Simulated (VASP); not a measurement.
P, 1 atom in the cell. Symmetry: P6/mmm, No. 191, hexagonal system. The conventional cell has a = 2.481 Å, b = 2.481 Å, c = 2.323 Å, α = 90.00°, β = 90.00°, γ = 120.00°. P (site symmetry 6/mmm) has 8 P at 2.32 to 2.48 Å within 3.1 Å.  This cell differs from its parent crystal: volume scaled by 0.84.

| Item | Value |
| --- | --- |
| Program | VASP 6.6.1 |
| Task | single point |
| Functional | PBE |
| Potentials or basis | VASP PAW PBE potentials, release 64 (P) |
| Cutoff | 520 eV |
| k mesh | 18 × 18 × 17 |
| Occupations | fermi-dirac, width 0.05 eV |
| Spin | no spin polarisation |
| Dipole correction | no |
| Further INCAR settings | ALGO = Normal; EDIFF = 1e-07; NBANDS = 8 |

Potentials or basis: VASP PAW PBE potentials, release 64 (P).

Launch:

```console
$ cat potpaw_PBE.64/P/POTCAR > POTCAR
$ mpirun -np 1 vasp_std > vasp.out
```

Hardware: 1 thread of Intel(R) Xeon(R) Platinum 8559C (Emerald Rapids), on a shared host.

Q: How long does it take, and how much memory?

A: Wall time 13 s on 1 thread of Intel(R) Xeon(R) Platinum 8559C (Emerald Rapids), on a shared host, peak memory 0.13 GiB. Counts: scf iterations 11, k points 333.
